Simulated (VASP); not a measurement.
Set up this calculation in VASP 6.6.1, as the native input.

```
Task                   : single point
Functional             : PBE
Dispersion             : D3(BJ)
Potentials or basis    : VASP PAW PBE potentials, release 64 (Se)
Cutoff                 : 520 eV
k mesh                 : 9 × 9 × 8
Occupations            : gaussian, width 0.05 eV
Spin                   : no spin polarisation
Dipole correction      : no
Further INCAR settings : ALGO = Normal; EDIFF = 1e-07; NBANDS = 16
```

The structure of Se lies in POSCAR:

```
Se
1.0
    4.1383419910      0.0000000000      0.0000000000
   -2.0691709955      3.5839092938      0.0000000000
    0.0000000000      0.0000000000      4.9552507000
Se
3
Direct
    0.2934348538      0.0000000000      0.3333333333
    0.0000000000      0.2934348538      0.6666666667
    0.7065651462      0.7065651462      0.0000000000
```

This cell differs from its parent crystal: atoms shifted along a free coordinate, c/a of the conventional cell at fixed volume 1.1974.

These files were run (other wordings do the same):

INCAR

```
SYSTEM = Se
PREC = Accurate
ENCUT = 520
EDIFF = 1E-7
ISMEAR = 0
SIGMA = 0.05
LREAL = .FALSE.
LASPH = .TRUE.
NELM = 100
ALGO = Normal
ISIF = 2
LWAVE = .FALSE.
LCHARG = .FALSE.
GGA = PE
IVDW = 12
NBANDS = 16
```

KPOINTS

```
Automatic mesh
0
G
  9 9 8
  0 0 0
```

Potentials or basis: VASP PAW PBE potentials, release 64 (Se).

Run with:

```console
$ cat potpaw_PBE.64/Se/POTCAR > POTCAR
$ mpirun -np 1 vasp_std > vasp.out
```

Results of the run:

The pressure is -5.3 GPa. The largest force is 0.707 eV/Å. The band gap on the k mesh is zero (bands 9 and 10 overlap by 0.63 eV) and the dispersion energy per atom is -0.357 eV.

Caveat: the cell stands under tension.

Run time: 2.1 min on 1 thread of Intel Xeon 8259CL (shared host), peak memory 0.24 GiB.
